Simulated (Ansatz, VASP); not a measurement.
## NaMgBr3 in VASP and in Ansatz

POSCAR

```
NaMgBr3
1.0
    5.2688030709      0.0000000000      0.0000000000
    0.0000000000      5.2688030709      0.0000000000
    0.0000000000      0.0000000000      5.2688030709
Na Mg Br
1 1 3
Direct
    0.0000000000      0.0000000000      0.0000000000
    0.5000000000      0.5000000000      0.5000000000
    0.5000000000      0.5000000000      0.0000000000
    0.5000000000      0.0000000000      0.5000000000
    0.0000000000      0.5000000000      0.5000000000
```

File INCAR.step1:

```
PREC = Accurate
ENCUT = 520
ISMEAR = 0
SIGMA = 0.01
LREAL = F
LASPH = T
NELM = 100
NBANDS = 23
GGA = PE
ALGO = Normal
EDIFF = 1E-4
LWAVE = T
LCHARG = F
```

File INCAR.step2:

```
PREC = Accurate
ENCUT = 520
EDIFF = 1E-6
ISMEAR = 0
SIGMA = 0.01
LREAL = F
LASPH = T
NELM = 100
ALGO = Normal
ISIF = 2
LWAVE = F
LCHARG = F
METAGGA = R2SCAN
LMIXTAU = T
NBANDS = 23
ISTART = 1
```

KPOINTS

```
regular mesh
0
Gamma
  6 6 6
```

Input for Ansatz:

```yaml
crystal:
  lattice:
    - [5.2688030709, 0.0, 0.0]
    - [0.0, 5.2688030709, 0.0]
    - [0.0, 0.0, 5.2688030709]
  atoms:
    - { symbol: Na, position: [0.0, 0.0, 0.0] }
    - { symbol: Mg, position: [0.5, 0.5, 0.5] }
    - { symbol: Br, position: [0.5, 0.5, 0.0] }
    - { symbol: Br, position: [0.5, 0.0, 0.5] }
    - { symbol: Br, position: [0.0, 0.5, 0.5] }
kpoints:
  mp_grid: { grid: [6, 6, 6] }
  band_path:
    path: [[0.0, 0.0, 0.0], [0.0, 0.5, 0.0], [0.5, 0.5, 0.0], [0.5, 0.5, 0.5]]
    npoints: 1
hamiltonian:
  xc: r2scan
scf:
  occupations: { method: fixed }
  n_extra_bands: 5
output:
  forces: true
  stress: true
  eigenvalues: true
```

Alike in both runs: task single point; functional r2SCAN; k mesh 6 × 6 × 6; no spin polarisation.

|  | VASP | Ansatz |
| --- | --- | --- |
| version | VASP 6.6.1 | Ansatz 0.2.0 |
| potentials or method | VASP PAW PBE potentials, release 64 (Na_pv, Mg, Br) | plane waves, PAW |
| plane-wave cutoff (eV) | 520 | 500 |
| occupations | gaussian, width 0.01 eV | fixed |
| valence electrons in the cell | 30 | 40 |

|  | VASP | Ansatz | Ansatz less VASP |
| --- | --- | --- | --- |
| gap on the k mesh at the Fermi level (eV) | 3.63 | 3.67 | +0.035 |
| pressure (GPa) | -0.1 | 0.0 | +0.16 |

VASP's potentials were made for PBE, not for r2SCAN. VASP's potentials hold 30 valence electrons a cell and Ansatz's 40, so a difference there can come from the potentials and not from the codes.
